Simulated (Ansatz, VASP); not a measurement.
**One calculation of Mn, two programs**

The input INCAR:

```
PREC = Accurate ; ENCUT = 520
EDIFF = 1E-8 ; ISMEAR = -1
SIGMA = 0.05 ; LREAL = F
LASPH = T ; NELM = 150
ALGO = Normal ; ISIF = 2
LWAVE = F ; LCHARG = F
ISPIN = 2 ; MAGMOM = 4
LORBIT = 11 ; LMAXMIX = 4
GGA = PE ; LEFG = T
NBANDS = 16
```

The input KPOINTS:

```
Automatic mesh
0
Gamma
  14 14 14
```

POSCAR

```
Mn
1.0
    2.3028333262      0.0000000000      0.0000000000
    0.0000000000      2.3028333262      0.0000000000
    0.0000000000      0.0000000000      2.3028333262
Mn
1
Direct
    0.0000000000      0.0000000000      0.0000000000
```

Input for Ansatz:

```yaml
crystal:
  lattice:
    - [2.3028333262, 0.0, 0.0]
    - [0.0, 2.3028333262, 0.0]
    - [0.0, 0.0, 2.3028333262]
  atoms:
    - { symbol: Mn, position: [0.0, 0.0, 0.0], spin: 4.0 }
magnetization:
  spin_polarized: true
kpoints:
  mp_grid: { grid: [14, 14, 14] }
scf:
  occupations: { method: fermi_dirac, width: 0.05 }
hamiltonian:
  xc: pbe
  pseudopotentials: { kind: paw }
output:
  forces: true
  stress: true
  eigenvalues: true
  efg: { contact_densities: true }
  write_density: true
  write_potential: true
  elf: true
  volumetric_format: npy
```

Change from the starting cell: volume scaled by 1.02, PAW files.

Alike in both runs: task electric field gradients; functional PBE; k mesh 14 × 14 × 14; occupations fermi-dirac, width 0.05 eV; collinear spin.

|  | VASP | Ansatz |
| --- | --- | --- |
| version | VASP 6.6.1 | Ansatz 0.2.0 |
| potentials or method | VASP PAW PBE potentials, release 64 (Mn_pv) | PAW with Ansatz's default frozen-core files, scalar-relativistic |
| plane-wave cutoff (eV) | 520 | 420 |
| valence electrons in the cell | 13 | 15 |

VASP gave:

```
pressure (GPa)                                                : -3.6
net moment per atom (μB)                                      : 0.51
size of the moment on the site where the two differ most (μB) : 0.51
```

Estimate Ansatz's values.

pressure (GPa): -3.7; net moment per atom (μB): 0.51; size of the moment on the site where the two differ most (μB): 0.49.

Site moments also hang on the region over which each program counts them. VASP's potentials hold 13 valence electrons a cell and Ansatz's 15, so a difference there can come from the potentials and not from the codes.
